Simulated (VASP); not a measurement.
Write the native input for VASP 6.6.1 that does the following.

```yaml
Task: single point
Functional: PBEsol
Potentials_or_basis: VASP PAW PBE potentials, release 64 (Pb_d, Te)
Cutoff: 520 eV
k_mesh: 6 × 6 × 6
Occupations: fermi-dirac, width 0.05 eV
Spin: no spin polarisation
Dipole_correction: no
Further_INCAR_settings: ALGO = Normal; EDIFF = 1e-07; NBANDS = 17
```

The structure of TePb lies in POSCAR:

```
TePb
1.0
    0.0000000000      3.2310000000      3.2310000000
    3.2310000000      0.0000000000      3.2310000000
    3.2310000000      3.2310000000      0.0000000000
Pb Te
1 1
Direct
    0.0000000000      0.0000000000      0.0000000000
    0.5000000000      0.5000000000      0.5000000000
```

These files were run (other wordings do the same):

INCAR

```
ALGO     = Normal         # electronic algorithm
EDIFF    = 1E-7           # SCF threshold, eV
ENCUT    = 520            # plane-wave cutoff, eV
GGA      = PS             # functional
ISIF     = 2              # what is computed and relaxed
ISMEAR   = -1             # smearing method
LASPH    = True           # aspherical terms in the spheres
LCHARG   = False          # write CHGCAR
LREAL    = False          # projectors in reciprocal space
LWAVE    = False          # write WAVECAR
NBANDS   = 17             # bands
NELM     = 60             # most SCF steps
PREC     = Accurate       # precision mode
SIGMA    = 0.05           # smearing width, eV
```

KPOINTS

```
k-points
0
Gamma
  6 6 6
```

Potentials or basis: VASP PAW PBE potentials, release 64 (Pb_d, Te).

Run with:

```bash
$ cat potpaw_PBE.64/Pb_d/POTCAR potpaw_PBE.64/Te/POTCAR > POTCAR
$ mpirun -np 1 vasp_std > vasp.out
```

It gave:

```yaml
Pressure: -0.4 GPa
Band_gap_on_the_k_mesh: 0.67 eV
```

Caveat: the PAW data sets were made with another functional, which shifts forces and pressure a little; spin-orbit coupling is left out, which moves the levels of the heavy elements.

It took 31 s on 1 thread of Intel Xeon 8259CL, with other jobs on the host, peak memory 0.2 GiB.
